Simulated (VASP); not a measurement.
Nb5O:

```
Nb O
1.0
     0.00000    3.48256    3.48256
     3.48256    0.00000    3.48256
     3.48256    3.48256    0.00000
Nb O
5 1
Direct
  0.25000 0.25000 0.25000
  0.62377 0.12868 0.62377
  0.62377 0.62377 0.12868
  0.62377 0.62377 0.62377
  0.12868 0.62377 0.62377
  0.00000 0.00000 0.00000
```

The cell was generated, and may not be a known phase.

```yaml
Program: VASP 6.6.1
Task: relaxation of cell and atoms
Functional: PBE
Potentials_or_basis: VASP PAW PBE potentials, release 64 (Nb_sv, O)
Cutoff: 600 eV
k_mesh: 4 × 4 × 4
Occupations: gaussian, width 0.1 eV
Spin: no spin polarisation
```

At the start: pressure 50.2 GPa; volume 14.08 Å³/atom.

Task: How do energy, volume and symmetry change on relaxing?

Result: Over 9 steps the energy falls by 541.9 meV/atom and the volume is 18.35 Å³/atom (+30.4 %); space group F-43m (No. 216, to 0.1 Å) before and after.

Step by step:
```csv
step,energy change (eV),largest force (eV/Å),pressure (GPa),volume (Å³)
1,0.0000,1.3107,50.21,84.47
2,0.8214,0.9085,-22.83,150.72
3,-3.1078,1.2640,-0.98,110.25
4,-3.1159,1.2297,0.38,109.08
5,-3.1162,1.2115,1.01,108.54
6,-3.2502,0.0310,-0.68,110.72
7,-3.2505,0.0404,-0.64,110.62
8,-3.2505,0.0765,0.62,109.61
9,-3.2516,0.0165,-0.02,110.12
```

Final structure:
```
CELL_PARAMETERS angstrom
0.00000 3.80437 3.80437
3.80437 0.00000 3.80437
3.80437 3.80437 0.00000
ATOMIC_POSITIONS crystal
Nb 0.25000 0.25000 0.25000
Nb 0.62266 0.13203 0.62266
Nb 0.62266 0.62266 0.13203
Nb 0.62266 0.62266 0.62266
Nb 0.13203 0.62266 0.62266
O 0.00000 0.00000 0.00000
```

Caveat: the k points lie up to 0.36 Å⁻¹ apart in the final cell, too coarse for converged energies and pressures of a metal; the volume moved by over 15 % at a fixed basis, so the end points are rough; an odd number of electrons without spin polarisation forces a metal; a magnetic or distorted state may lie lower.
